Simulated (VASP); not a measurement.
# Bi2Te3 (R-3m) in VASP: notebook

Bi2Te3 is run at these levels: PBEsol; tasks: single point, relaxation of cell and atoms.

All numbers are computed with VASP 6.6.1; they aren't measurements. Logs are shortened: lines on timing, memory, paths and dates and some standing lists are left out, and cuts for length are marked.

**The experiment to reproduce.**

From “Vacancy and Antisite-Induced Ferromagnetism in Liquid-Phase Exfoliated Bi2Te3”, 2024, arxiv:2412.10539, for a bulk crystal of Bi2Te3: band gap 0.17 eV.

How close the calculation comes is told below.

### Step 1. The cell of the first run

It takes space group R-3m (No. 166, trigonal). The conventional cell has a = 4.380 Å, b = 4.380 Å, c = 30.313 Å, α = 90.00°, β = 90.00°, γ = 120.00°. Within 4.0 Å of Bi (site symmetry 3m) lie 6 Te at 3.06 to 3.23 Å. Within 4.6 Å of Te (site symmetry -3m) lie 6 Bi at 3.23 Å and 12 Te at 4.38 to 4.52 Å. Within 4.0 Å of Te (site symmetry 3m) lie 3 Bi at 3.06 Å and 3 Te at 3.64 Å.

### Step 2. Single point, PBEsol

Input file INCAR:

```
SYSTEM = Bi2Te3
  PREC = Accurate
  ENCUT = 520
  EDIFF = 1E-6
  ISMEAR = 0
  SIGMA = 0.01
  LREAL = .FALSE.
  LASPH = .TRUE.
  NELM = 80
  ALGO = Normal
  ISIF = 2
  LWAVE = .FALSE.
  LCHARG = .FALSE.
  GGA = PS
  NBANDS = 32
```

Input file KPOINTS:

```
regular mesh
0
G
  6 6 6
  0 0 0
```

Input file POSCAR:

```
Bi2Te3
1.0
    2.1900192989      1.2644082318     10.1044867761
   -2.1900192989      1.2644082318     10.1044867761
    0.0000000000     -2.5288164635     10.1044867761
Bi Te
2 3
Direct
    0.3998165083      0.3998165083      0.3998165083
    0.6001834917      0.6001834917      0.6001834917
    0.0000000000      0.0000000000      0.0000000000
    0.2099171741      0.2099171741      0.2099171741
    0.7900828259      0.7900828259      0.7900828259
```

Potentials or basis: VASP PAW PBE potentials, release 64 (Bi_d, Te).

Command:

```sh
$ cat potpaw_PBE.64/Bi_d/POTCAR potpaw_PBE.64/Te/POTCAR > POTCAR
$ mpirun -np 1 vasp_std > vasp.out
```

OUTCAR:

```text
SYSTEM = Bi2Te3
   PREC = Accurate
   ENCUT = 520
   EDIFF = 1E-6
   ISMEAR = 0
   LREAL = .FALSE.
   LASPH = .TRUE.
   NELM = 80
   ISIF = 2
   GGA = PS

 ion  position               nearest neighbor table
   1  0.400  0.400  0.400-   5 3.06   5 3.06   5 3.06   3 3.23   3 3.23   3 3.23
   2  0.600  0.600  0.600-   4 3.06   4 3.06   4 3.06   3 3.23   3 3.23   3 3.23
   3  0.000  0.000  0.000-   2 3.23   2 3.23   1 3.23   1 3.23   2 3.23   1 3.23
   4  0.210  0.210  0.210-   2 3.06   2 3.06   2 3.06   5 3.64   5 3.64   5 3.64
   5  0.790  0.790  0.790-   1 3.06   1 3.06   1 3.06   4 3.64   4 3.64   4 3.64

  LATTYP: Found a trigonal (rhomboedric) cell.
 ALAT       =    10.4161204733
 COS(alpha) =     0.9115874552

  Lattice vectors:

 A1 = (   2.1900192989,   1.2644082318,  10.1044867761)
 A2 = (  -2.1900192989,   1.2644082318,  10.1044867761)
 A3 = (   0.0000000000,  -2.5288164635,  10.1044867761)

Analysis of symmetry for initial positions (statically):
=====================================================================
 Subroutine PRICEL returns:
 Original cell was already a primitive cell.

 Routine SETGRP: Setting up the symmetry group for a
 trigonal (rhombohedral) supercell.

 Subroutine GETGRP returns: Found 12 space group operations
 (whereof 12 operations were pure point group operations)
 out of a pool of 12 trial point group operations.

The static configuration has the point symmetry D_3d.

Analysis of symmetry for dynamics (positions and initial velocities):
=====================================================================
 Subroutine PRICEL returns:
 Original cell was already a primitive cell.

 Routine SETGRP: Setting up the symmetry group for a
 trigonal (rhombohedral) supercell.

 Subroutine GETGRP returns: Found 12 space group operations
 (whereof 12 operations were pure point group operations)
 out of a pool of 12 trial point group operations.

The dynamic configuration has the point symmetry D_3d.

 Subroutine INISYM returns: Found 12 space group operations
 (whereof 12 operations are pure point group operations),
 and found     1 'primitive' translations

----------------------------------------------------------------------------------------

                                     Primitive cell

  volume of cell :     167.8807
[... 94 lines left out ...]
   NELM   =     80;   NELMIN=  2; NELMDL= -5     # of ELM steps
   EDIFF  = 0.1E-05   stopping-criterion for ELM
   LREAL  =      F    real-space projection
   EDIFFG = 0.1E-04   stopping-criterion for IOM
   NSW    =      0    number of steps for IOM
   IBRION =     -1    ionic relax: 0-MD 1-quasi-New 2-CG
   NFREE  =      0    steps in history (QN), initial steepest desc. (CG)
   ISIF   =      2    stress and relaxation
   ISYM   =      2    0-nonsym 1-usesym 2-fastsym
   POTIM  = 0.5000    time-step for ionic-motion
   TEBEG  =    0.0;   TEEND  =   0.0 temperature during run
   PSTRESS=    0.0 pullay stress
   NELECT =      48.0000    total number of electrons
   NUPDOWN=      -1.0000    fix difference up-down
   EMIN   =  10.00;   EMAX   =-10.00  energy-range for DOS
   EFERMI =   0.00;   METHOD = LEGACY
   ISMEAR =     0;   SIGMA  =   0.01  broadening in eV -4-tet -1-fermi 0-gaus
   EFERMI_NEDOS =   21; number of points for ismear=-14 and -15
   IALGO  =     38    algorithm
   IMIX   =      4    mixing-type and parameters
     AMIX     =   0.40;   BMIX     =  1.00
     AMIX_MAG =   1.60;   BMIX_MAG =  1.00
  volume/ion in A,a.u.               =      33.58       226.58
  Fermi-wavevector in a.u.,A,eV,Ry     =   1.078504  2.038077 15.825893  1.163170
  Thomas-Fermi vector in A             =   2.214444
   LORBIT       =      0    0 simple, 1 ext, 2 COOP (PROOUT), +10 PAW based schemes
   GGA     = PS    functional components
   LHFCALC =     F    Hartree Fock is set to
   AEXX    =    0.0000 exact exchange contribution
   IVDW    =     0    specifies the selected vdW correction
   LEPSILON=     F    determine dielectric tensor
   LRPA    =     F    only Hartree local field effects (RPA)
 non-spin polarized calculation
 Gauss-broadening in eV      SIGMA  =   0.01
  energy-cutoff  :      520.00
  volume of cell :      167.88
 maximum number of plane-waves:      4543
 NGX is ok and might be reduce to    80
   NGX = 39   NGY = 39   NGZ = 39

 number of electron      48.0000006 magnetization

 Free energy of the ion-electron system (eV)
  ---------------------------------------------------
  ext. energy  EPLUGINS =         0.00000000
  ---------------------------------------------------
  free energy    TOTEN  =       -20.29625759 eV

  energy without entropy =      -20.29625759  energy(sigma->0) =      -20.29625759

 E-fermi :   6.2281     XC(G=0):  -9.5278

 val. band max:        6.1644958787   @ k =   0.0000   0.0000   0.0000
 cond. band min:       6.3739825610   @ k =   0.0000   0.0000   0.0000
 fundamental gap:      0.2094866823
 Fermi energy:         6.2280856642

 k-point     1 :       0.0000    0.0000    0.0000
  band No.  band energies     occupation
      1     -16.9497      2.00000
      2     -16.9497      2.00000
      3     -16.9481      2.00000
      4     -16.9481      2.00000
      5     -16.9389      2.00000
      6     -16.9374      2.00000
[... 829 lines left out ...]
     31      10.9297      0.00000
     32      11.4114      0.00000

 [... further k-points ...]

------------------------ aborting loop because EDIFF is reached ----------------------------------------

  FORCE on cell =-STRESS in cart. coord.  units (eV):
  Direction    XX          YY          ZZ          XY          YZ          ZX
  --------------------------------------------------------------------------------------
  -------------------------------------------------------------------------------------
  Total        0.0042518      0.0042518     -0.0058342      0.0000000     -0.0000000      0.0000000
  in kB        0.0405776      0.0405776     -0.0556785      0.0000000     -0.0000000      0.0000000
  external PRESSURE =       0.0084922 kB  Pullay stress =       0.0000000 kB

 VOLUME and BASIS-vectors are now :
 -----------------------------------------------------------------------------
  energy-cutoff  :      520.00
  volume of cell :      167.88
      direct lattice vectors                 reciprocal lattice vectors
     2.190019299  1.264408232 10.104486776     0.228308490  0.131813968  0.032988646
    -2.190019299  1.264408232 10.104486776    -0.228308490  0.131813968  0.032988646
     0.000000000 -2.528816464 10.104486776     0.000000000 -0.263627937  0.032988646

 POSITION                                       TOTAL-FORCE (eV/Angst)
 -----------------------------------------------------------------------------------
      0.00000      0.00000     12.11982         0.000000     -0.000000     -0.011277
      0.00000      0.00000     18.19364         0.000000      0.000000      0.011277
      0.00000      0.00000      0.00000         0.000000     -0.000000      0.000000
      0.00000      0.00000      6.36332         0.000000     -0.000000     -0.019149
      0.00000      0.00000     23.95014         0.000000      0.000000      0.019149
 -----------------------------------------------------------------------------------
    total drift:                                0.000000      0.000000     -0.000000

  FREE ENERGIE OF THE ION-ELECTRON SYSTEM (eV)
  ---------------------------------------------------
  free  energy   TOTEN  =       -20.2962575906 eV

  energy  without entropy=      -20.2962575906  energy(sigma->0) =      -20.29625759
```

OSZICAR:

```text
N       E                     dE             d eps       ncg     rms          rms(c)
DAV:   1     0.430972924058E+03    0.43097E+03   -0.21696E+04  2048   0.145E+03
DAV:   2     0.259279645779E+02   -0.40504E+03   -0.38974E+03  2104   0.377E+02
DAV:   3    -0.186357282443E+02   -0.44564E+02   -0.42547E+02  2696   0.136E+02
DAV:   4    -0.204787405807E+02   -0.18430E+01   -0.18365E+01  2280   0.293E+01
DAV:   5    -0.205633388233E+02   -0.84598E-01   -0.84592E-01  3024   0.636E+00    0.796E+00
DAV:   6    -0.202984023341E+02    0.26494E+00   -0.32064E-01  2752   0.452E+00    0.574E+00
DAV:   7    -0.202987030901E+02   -0.30076E-03   -0.20348E-01  2568   0.208E+00    0.948E-01
DAV:   8    -0.202966514784E+02    0.20516E-02   -0.28268E-02  2304   0.100E+00    0.522E-01
DAV:   9    -0.202961508739E+02    0.50060E-03   -0.30694E-03  2528   0.372E-01    0.338E-01
DAV:  10    -0.202962553728E+02   -0.10450E-03   -0.77515E-04  2248   0.152E-01    0.616E-02
DAV:  11    -0.202962556007E+02   -0.22785E-06   -0.45273E-05  2424   0.464E-02    0.281E-02
DAV:  12    -0.202962583341E+02   -0.27334E-05   -0.21788E-05  2288   0.190E-02    0.199E-02
DAV:  13    -0.202962575906E+02    0.74349E-06   -0.16835E-06  1792   0.715E-03
   1 F= -.20296258E+02 E0= -.20296258E+02  d E =-.717093E-22
```

stdout:

```text
POSCAR found type information on POSCAR BiTe
 POSCAR found :  2 types and       5 ions
 scaLAPACK will be used
 -----------------------------------------------------------------------------
|                                                                             |
|                                                                             |
|     You enforced a specific xc type in the INCAR file but a different       |
|     I HOPE YOU KNOW WHAT YOU ARE DOING!                                     |
|                                                                             |
 -----------------------------------------------------------------------------

 LDA part: xc-table for (Slater+PW92), standard interpolation
 POSCAR, INCAR and KPOINTS ok, starting setup
 FFT: planning ... GRIDC
 FFT: planning ... GRID_SOFT
 FFT: planning ... GRID
 WAVECAR not read
 entering main loop
```

Wall time 13 min (1 thread of Intel Xeon 8259CL, shared host); peak memory 0.93 GiB.

What came out:

```yaml
Free_energy: -20.2963 eV
Pressure: 0.0 GPa
Largest_force: 0.019 eV/Å
Band_gap_on_the_k_mesh: 0.21 eV
```

Forces on the atoms (eV/Å):
```
Bi   0.000  0.000 -0.011
Bi   0.000  0.000  0.011
Te   0.000  0.000  0.000
Te   0.000  0.000 -0.019
Te   0.000  0.000  0.019
```

Levels at points of the mesh, in eV from the valence-band top:
```csv
k point,band 20,band 21,band 22,band 23,band 24,band 25,band 26,band 27,band 28,band 29
"(0.00, 0.00, 0.00)",-1.73,-1.73,-0.89,-0.89,0.00,0.21,0.63,0.63,1.91,2.12
"(0.50, 0.00, 0.00)",-3.22,-2.95,-2.42,-0.92,-0.51,0.54,1.07,2.74,2.80,3.24
"(0.50, 0.50, 0.00)",-2.41,-2.02,-1.83,-1.56,-0.94,0.88,1.46,2.08,2.66,2.78
"(0.50, 0.50, 0.50)",-1.45,-1.45,-1.17,-1.17,-0.43,0.77,1.12,1.12,1.65,1.65
```

Caveat: the PAW data sets were made with another functional, which shifts forces and pressure a little; spin-orbit coupling is left out, which moves the levels of the heavy elements.

### Step 3. Relaxation of cell and atoms, PBEsol

This run uses another cell than the first one, of 33.87 Å³/atom.

Input file INCAR:

```
ALGO     = Normal         # electronic algorithm
EDIFF    = 1E-7           # SCF threshold, eV
EDIFFG   = -0.03          # ionic threshold
ENCUT    = 600            # plane-wave cutoff, eV
GGA      = PS             # functional
IBRION   = 2              # ionic algorithm
ISIF     = 3              # what is computed and relaxed
ISMEAR   = 0              # smearing method
LASPH    = True           # aspherical terms in the spheres
LCHARG   = False          # write CHGCAR
LREAL    = False          # projectors in reciprocal space
LWAVE    = False          # write WAVECAR
NELM     = 60             # most SCF steps
NSW      = 80             # ionic steps
PREC     = Accurate       # precision mode
SIGMA    = 0.01           # smearing width, eV
```

Input file KPOINTS:

```
k-points
0
Gamma
  6 6 6
```

Input file POSCAR:

```
Bi2Te3
1.0
    2.1930000000      1.2661291400     10.1656666700
   -2.1930000000      1.2661291400     10.1656666700
    0.0000000000     -2.5322582800     10.1656666700
Bi Te
2 3
Direct
    0.4000000000      0.4000000000      0.4000000000
    0.6000000000      0.6000000000      0.6000000000
    0.0000000000      0.0000000000      0.0000000000
    0.2095000000      0.2095000000      0.2095000000
    0.7905000000      0.7905000000      0.7905000000
```

Potentials or basis: VASP PAW PBE potentials, release 64 (Bi_d, Te).

Command:

```sh
$ cat potpaw_PBE.64/Bi_d/POTCAR potpaw_PBE.64/Te/POTCAR > POTCAR
$ mpirun -np 1 vasp_std > vasp.out
```

Wall time 59 min (1 thread of Intel Xeon 8259CL, shared host); peak memory 1.1 GiB.

Results (log left out):

| Property | Result |
| --- | --- |
| Free energy | -20.2966 eV |
| Relaxed volume | 33.52 Å³/atom |
| Relaxed cell | a = 10.429 Å, b = 10.429 Å, c = 10.429 Å, α = 24.21°, β = 24.21°, γ = 24.21° |
| Space group after relaxing (to 0.1 Å) | R-3m (No. 166) |
| Energy gained by relaxing | 0.7 meV/atom |
| Ionic steps | 3 |
| Pressure after relaxing | 0.0 GPa |
| Largest force after relaxing | 0.021 eV/Å |
| Band gap on the k mesh | 0.22 eV |

Forces in eV/Å, atoms in the order of the input:
```
Bi   0.000  0.000 -0.021
Bi   0.000  0.000  0.021
Te   0.000  0.000  0.000
Te   0.000  0.000  0.005
Te   0.000  0.000 -0.005
```

Stress tensor (GPa, compression positive):
```
 0.07  0.00  0.00
 0.00  0.07  0.00
 0.00  0.00 -0.10
```

Step by step:
```tsv
step	energy change (eV)	largest force (eV/Å)	pressure (GPa)	volume (Å³)
1	0.0000	0.0918	-0.57	169.36
2	-0.0019	0.0545	0.44	166.44
3	-0.0036	0.0214	0.02	167.60
```

Final structure:
```
Bi Te
1.0
     2.18663    1.26245   10.11887
    -2.18663    1.26245   10.11887
     0.00000   -2.52490   10.11887
Bi Te
2 3
Cartesian
  0.0000 0.0000 12.1433
  0.0000 0.0000 18.2133
  0.0000 0.0000 0.0000
  0.0000 0.0000 6.3623
  0.0000 0.0000 23.9943
```

Levels at points of the mesh, in eV from the valence-band top:
```tsv
k point	band 20	band 21	band 22	band 23	band 24	band 25	band 26	band 27	band 28
(0.00, 0.00, 0.00)	-1.74	-1.74	-0.88	-0.88	0.00	0.22	0.62	0.62	1.92
(0.50, 0.00, 0.00)	-3.22	-2.97	-2.46	-0.93	-0.52	0.52	1.04	2.71	2.77
(0.50, 0.50, 0.00)	-2.41	-2.04	-1.85	-1.58	-0.97	0.82	1.46	2.06	2.64
(0.50, 0.50, 0.50)	-1.45	-1.45	-1.18	-1.18	-0.45	0.78	1.11	1.11	1.63
```

Caveat: the PAW data sets were made with another functional, which shifts forces and pressure a little; spin-orbit coupling is left out, which moves the levels of the heavy elements.

### Step 4. Against experiment

Step 2. Measured gap of Bi2Te3: 0.17 eV (quoted in “Vacancy and Antisite-Induced Ferromagnetism in Liquid-Phase Exfoliated Bi2Te3”, 2024, arxiv:2412.10539). This calculation gives 0.21 eV (+0.04 eV). Spin-orbit coupling on Bi, Te is left out. The value is that of PBEsol on a finite k mesh, which can miss the band edges, without temperature or zero-point motion.
